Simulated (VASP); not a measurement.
The system is Cd.

```
Cd
1.0
     0.00000    2.21815    2.21815
     2.21815    0.00000    2.21815
     2.21815    2.21815    0.00000
Cd
1
Direct
  0.00000 0.00000 0.00000
```

- Program: VASP 6.6.1
- Task: relaxation of cell and atoms
- Functional: PBE
- Potentials or basis: VASP PAW PBE potentials, release 64 (Cd)
- Cutoff: 600 eV
- k mesh: 16 × 16 × 16
- Occupations: gaussian, width 0.1 eV
- Spin: no spin polarisation

At the start: pressure 2.5 GPa; volume 21.83 Å³/atom.

Problem. How do energy, volume and symmetry change on relaxing?

Solution. Over 4 steps the energy falls by 8.5 meV/atom and the volume is 23.00 Å³/atom (+5.4 %); space group Fm-3m (No. 225, to 0.05 Å).

The path:
```
step  energy change (eV)  largest force (eV/Å)  pressure (GPa)  volume (Å³)
   1              0.0000                0.0000            2.54        21.83
   2             -0.0085                0.0000            0.13        22.94
   3             -0.0085                0.0000           -0.06        23.02
   4             -0.0085                0.0000           -0.03        23.00
```

Final structure:
```
Cd
1.0
     0.00000    2.25713    2.25713
     2.25713    0.00000    2.25713
     2.25713    2.25713    0.00000
Cd
1
Direct
  0.00000 0.00000 0.00000
```
